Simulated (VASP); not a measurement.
Runs of VASP 6.6.1 on MnF2. The structure is that of space group P-3m1 (No. 164), or close to it. The cells are those of the table. 

```csv
U,cell,gap on the mesh (eV),pressure (GPa),moment (μB),largest force (eV/Å)
Mn d U = 3.9 eV,"a = 3.384, b = 3.384, c = 4.954 Å, angles 90.0, 90.0, 120.0°, 3 atoms",3.10,(a),5.00,0.01
Mn d U = 3.9 eV,"a = 3.374, b = 3.374, c = 5.059 Å, angles 90.0, 90.0, 120.0°, 3 atoms",(b),-0.6,5.00,0.03
Mn d U = 3.9 eV,"a = 3.374, b = 3.374, c = 4.958 Å, angles 90.0, 90.0, 120.0°, 3 atoms",3.10,-0.7,5.00,0.04
Mn d U = 2.0 eV,"a = 3.374, b = 3.374, c = 4.958 Å, angles 90.0, 90.0, 120.0°, 3 atoms",2.54,-1.1,5.00,0.08
```

Alike in all rows: task single point; level PBE+U; potentials or basis VASP PAW PBE potentials, release 64 (Mn_pv, F); spin collinear, ferromagnetic start; k mesh 8 × 8 × 6; cutoff (eV) 520; smearing gaussian 0.05 eV.

Estimate the missing entries.

(a) -0.8; (b) 3.12.

Caveats: a cell with one magnetic atom can't hold antiferromagnetic order, which such compounds often take.

A k mesh can miss the band edges.
